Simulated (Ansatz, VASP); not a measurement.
Two plane-wave programs on Na3H2

```
Na H
1.0
     1.71905    0.99249    8.94864
    -1.71905    0.99249    8.94864
     0.00000   -1.98499    8.94864
Na H
3 2
Direct
  0.00000 0.00000 0.00000
  0.22700 0.22700 0.22700
  0.77300 0.77300 0.77300
  0.38578 0.38578 0.38578
  0.61422 0.61422 0.61422
```

Alike in both runs: functional PBE; k mesh 12 × 12 × 12; occupations gaussian, width 0.1 eV; no spin polarisation.

Ansatz relaxed the structure, and its values are those at the end. VASP's run is a single point on that final structure, the one shown.

|  | VASP | Ansatz |
| --- | --- | --- |
| version | VASP 6.6.1 | Ansatz 0.2.0 |
| potentials or method | VASP PAW PBE potentials, release 64 (Na_pv, H), cutoff 500 eV | scalar-relativistic, plane waves, PAW |
| valence electrons in the cell | 23 | 29 |

```csv
,VASP,Ansatz,Ansatz less VASP
gap on the k mesh at the Fermi level (eV),none,none,-
pressure (GPa),0.0,0.0,+0.06
```

A gap of «none» marks a metal or a gap that the smearing closes. The functional is the same, so the differences come from potentials, cutoffs and numerics. VASP's potentials hold 23 valence electrons a cell and Ansatz's 29, so a difference there can come from the potentials and not from the codes.
